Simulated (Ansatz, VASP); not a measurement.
One calculation of Rh, two programs

```
Rh
1.0
     0.00000    1.89785    1.89785
     1.89785    0.00000    1.89785
     1.89785    1.89785    0.00000
Rh
1
Direct
  0.00000 0.00000 0.00000
```

Alike in both runs: task single point; functional LDA; k mesh 12 × 12 × 12; occupations fermi-dirac, width 0.0272 eV; no spin polarisation.

|  | VASP | Ansatz |
| --- | --- | --- |
| version | VASP 6.6.1 | Ansatz 0.2.0 |
| potentials or method | VASP PAW LDA potentials, release 64 (Rh_pv), cutoff 500 eV | all-electron LAPW, scalar-relativistic |

VASP gave:

* pressure (GPa): -9.1

Q: Estimate Ansatz's values.

A: Pressure (GPa): -9.9.

LDA's correlation is that of Perdew and Zunger in VASP and of Perdew and Wang (1992) in Ansatz. Ansatz ran all-electron here, and VASP with PAW potentials. Ansatz's warnings: optics on partly filled bands.
